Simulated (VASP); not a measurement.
Crystal: GaSb.

```xyz
2
Lattice="0.0000 3.1885 2.9619 3.1885 0.0000 2.9619 3.1885 3.1885 0.0000" Properties=species:S:1:pos:R:3 pbc="T T T"
Ga    0.0000    0.0000    0.0000
Sb    1.5943    1.5943    1.4810
```

This cell differs from its parent crystal: epitaxial xy strain +4.0%.

Base run:

- Program: VASP 6.6.1
- Functional: PBE
- Potentials or basis: VASP PAW PBE potentials, release 64 (Ga_d, Sb)
- Cutoff: 520 eV
- k mesh: 8 × 8 × 8
- Occupations: fermi-dirac, width 0.02 eV
- Spin: no spin polarisation

Its results: band gap on the k mesh 0.33 eV, indirect (least direct gap 0.37 eV); pressure -0.1 GPa.

**Question.** The run is repeated on the same cell with these changes: functional from PBE to r2SCAN; occupations from fermi-dirac, width 0.02 eV to gaussian, width 0.01 eV. What comes out?

**Answer.** Band gap on the k mesh 0.22 eV, direct; pressure -2.0 GPa.

Caveats: spin-orbit coupling is left out, which moves the levels of the heavy elements; the PAW data sets were made with another functional, which shifts forces and pressure a little (some runs).

A k mesh can miss the band edges.
